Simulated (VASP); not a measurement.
# MgS (F-43m) in VASP: a series of runs, part 2 of 2

VASP 6.6.1.

## Step 6: Single point, PBE, collinear spin, ferromagnetic start

This run uses another cell than the first one, of 22.74 Å³/atom, 1.081 times its volume.

File INCAR:

```
SYSTEM = MgS
PREC = Accurate ; ENCUT = 600
EDIFF = 1E-6 ; ISMEAR = 0
SIGMA = 0.1 ; LREAL = .FALSE.
LASPH = .TRUE. ; NELM = 200
ALGO = Normal ; ISIF = 2
LWAVE = .FALSE. ; LCHARG = .FALSE.
ISPIN = 2 ; MAGMOM = 5 0
LORBIT = 11 ; GGA = PE
NELECT = 8.5 ; NBANDS = 15
GGA_COMPAT = .FALSE.
```

File KPOINTS:

```
Automatic mesh
0
G
  2 2 2
  0 0 0
```

File POSCAR:

```
MgS
1.0
    0.0000000000      2.8331200468      2.8331200468
    2.8331200468      0.0000000000      2.8331200468
    2.8331200468      2.8331200468      0.0000000000
Mg S
1 1
Direct
    0.8530000000      0.5480000000      0.0650000000
    1.6030000000      1.2980000000      0.8150000000
```

Potentials or basis: VASP PAW PBE potentials, release 64 (Mg, S).

On the command line:

```sh
cat potpaw_PBE.64/Mg/POTCAR potpaw_PBE.64/S/POTCAR > POTCAR
mpirun -np 1 vasp_std > vasp.out
```

OUTCAR:

```text
SYSTEM = MgS
   PREC = Accurate
   ENCUT = 600
   EDIFF = 1E-6
   ISMEAR = 0
   LREAL = .FALSE.
   LASPH = .TRUE.
   NELM = 200
   ISIF = 2
   ISPIN = 2
   LORBIT = 11
   GGA = PE
   NELECT = 8.5

 ion  position               nearest neighbor table
   1  0.853  0.548  0.065-   2 2.45   2 2.45   2 2.45   2 2.45
   2  0.603  0.298  0.815-   1 2.45   1 2.45   1 2.45   1 2.45

  LATTYP: Found a face centered cubic cell.
 ALAT       =     5.6662400936

  Lattice vectors:

 A1 = (   0.0000000000,   2.8331200468,   2.8331200468)
 A2 = (   2.8331200468,   0.0000000000,   2.8331200468)
 A3 = (   2.8331200468,   2.8331200468,   0.0000000000)

[... 301 lines left out ...]
 VOLUME and BASIS-vectors are now :
 -----------------------------------------------------------------------------
  energy-cutoff  :      600.00
  volume of cell :       45.48
      direct lattice vectors                 reciprocal lattice vectors
     0.000000000  2.833120047  2.833120047    -0.176483874  0.176483874  0.176483874
     2.833120047  0.000000000  2.833120047     0.176483874 -0.176483874  0.176483874
     2.833120047  2.833120047  0.000000000     0.176483874  0.176483874 -0.176483874

 POSITION                                       TOTAL-FORCE (eV/Angst)
 -----------------------------------------------------------------------------------
      1.73670      2.60080      3.96920         0.000000      0.000000      0.000000
      3.15326      4.01736      2.55264        -0.000000     -0.000000     -0.000000
 -----------------------------------------------------------------------------------
    total drift:                                0.000000     -0.000000      0.000000

  FREE ENERGIE OF THE ION-ELECTRON SYSTEM (eV)
  ---------------------------------------------------
  free  energy   TOTEN  =        -5.5909347240 eV

  energy  without entropy=       -5.5909339309  energy(sigma->0) =       -5.59093433

 total charge

# of ion       s       p       d       tot
------------------------------------------
    1        0.152   0.167   0.049   0.369
    2        1.315   2.583   0.000   3.898
--------------------------------------------------
tot          1.468   2.750   0.049   4.267

 magnetization (x)

# of ion       s       p       d       tot
------------------------------------------
    1        0.013   0.019   0.006   0.038
    2        0.036  -0.023   0.000   0.013
--------------------------------------------------
tot          0.049  -0.004   0.006   0.050
```

OSZICAR:

```text
N       E                     dE             d eps       ncg     rms          rms(c)
DAV:   1     0.526073376534E+02    0.52607E+02   -0.36037E+03   180   0.488E+02
DAV:   2     0.109321975482E+02   -0.41675E+02   -0.38422E+02   243   0.103E+02
DAV:   3     0.856897937094E+01   -0.23632E+01   -0.23582E+01   215   0.246E+01
DAV:   4     0.854875547923E+01   -0.20224E-01   -0.20223E-01   215   0.259E+00
DAV:   5     0.854839617547E+01   -0.35930E-03   -0.35930E-03   229   0.320E-01    0.116E+01
DAV:   6    -0.519861742612E+01   -0.13747E+02   -0.17174E+01   187   0.145E+01    0.120E+01
DAV:   7    -0.557250116951E+01   -0.37388E+00   -0.12035E+00   194   0.509E+00    0.703E+00
DAV:   8    -0.558828246728E+01   -0.15781E-01   -0.35804E-02   201   0.836E-01    0.282E+00
DAV:   9    -0.558874116975E+01   -0.45870E-03   -0.25603E-02   194   0.745E-01    0.990E-01
DAV:  10    -0.559031977924E+01   -0.15786E-02   -0.50241E-03   194   0.386E-01    0.339E-01
DAV:  11    -0.559071014199E+01   -0.39036E-03   -0.91050E-04   194   0.152E-01    0.165E-01
DAV:  12    -0.559089667028E+01   -0.18653E-03   -0.31156E-04   222   0.790E-02    0.512E-02
DAV:  13    -0.559093654141E+01   -0.39871E-04   -0.30521E-05   208   0.306E-02    0.270E-02
DAV:  14    -0.559093395871E+01    0.25827E-05   -0.21574E-05   208   0.178E-02    0.769E-03
DAV:  15    -0.559093472405E+01   -0.76534E-06   -0.78416E-06   208   0.105E-02
   1 F= -.55909347E+01 E0= -.55909343E+01  d E =-.793152E-06  mag=     0.5002
```

stdout:

```text
POSCAR found type information on POSCAR MgS
 POSCAR found :  2 types and       2 ions
 scaLAPACK will be used
 LDA part: xc-table for (Slater+PW92), standard interpolation
 POSCAR, INCAR and KPOINTS ok, starting setup
 FFT: planning ... GRIDC
 FFT: planning ... GRID_SOFT
 FFT: planning ... GRID
 WAVECAR not read
 entering main loop
 the old and the new charge density differ
 old charge density:     8.00000 new    8.50000
    0.116E+01
```

Wall time 19 s (1 thread of AMD EPYC 7R13, shared host); peak memory 0.17 GiB.

Results:

```yaml
Free_energy: -5.5909 eV
Net_moment: 0.50 μB per cell
Site_moments: Mg +0.04; S +0.01 μB
Valence_electrons_inside_the_program's_atomic_spheres: Mg 0.37; S 3.90
```

Caveat: the k points lie up to 0.96 Å⁻¹ apart; the cell carries a net charge on a neutralising background, which shifts energy and pressure; the cell is charged against a uniform background, so pressure and absolute levels hang on convention.

## Step 7: The runs side by side

| level | cell | k mesh | smearing | gap on the mesh (eV) | pressure (GPa) |
| --- | --- | --- | --- | --- | --- |
| PBE+D3(BJ) | a = 3.904 Å, angles 60.0°, 2 atoms | 2 × 2 × 2 | methfessel-paxton 0.0680285 eV | 3.65 | 7.5 |
| RPBE | a = 4.007 Å, angles 60.0°, 2 atoms | 2 × 2 × 2, shifted | gaussian 0.01 eV | 4.05 | 4.5 |
| PBE | a = 4.007 Å, angles 60.0°, 2 atoms | 4 × 4 × 4 | gaussian 0.1 eV | 3.44 | 0.9 |
| PBE | a = 4.246 Å, angles 60.0°, 2 atoms | 4 × 4 × 4 | gaussian 0.1 eV | 2.63 | -6.4 |

Alike in all rows: task single point; potentials or basis VASP PAW PBE potentials, release 64 (Mg, S); no spin polarisation; cutoff (eV) 600.

Caveats: all runs use coarse meshes; the PAW data sets were made with another functional, which shifts forces and pressure a little (some runs).

Absolute energies hang on the potentials; compare differences alone.
